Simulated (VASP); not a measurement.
Runs of VASP 6.6.1 on ZrC. The structure is that of space group I4mm (No. 107), or close to it. The cells are those of the table. 

| cell | gap on the mesh (eV) | pressure (GPa) | largest force (eV/Å) |
| --- | --- | --- | --- |
| a = 3.263, b = 3.263, c = 3.320 Å, angles 59.4, 59.4, 61.2°, 2 atoms | none | 4.3 | 1.46 |
| a = 3.302, b = 3.302, c = 3.244 Å, angles 60.6, 60.6, 58.8°, 2 atoms | none | (b) | 1.97 |
| a = 3.282 Å, angles 60.0°, 2 atoms | none | 4.0 | 1.72 |
| a = 3.322, b = 3.322, c = 3.205 Å, angles 61.2, 61.2, 57.7°, 2 atoms | none | 7.3 | (a) |

Alike in all rows: task single point; level LDA; potentials or basis VASP PAW LDA potentials, release 64 (Zr_sv, C); no spin polarisation; k mesh 16 × 16 × 16; cutoff (eV) 520; smearing gaussian 0.15 eV.

Question: Estimate the missing entries.

Answer: (a) 2.25; (b) 5.1.

Caveats: forces of over 1 eV/Å act on the atoms, so gaps and moduli don't describe the material at rest.

A k mesh can miss the band edges, and the runs leave out spin-orbit coupling on Zr.

A gap of «none» marks levels without a gap at the run's occupations.
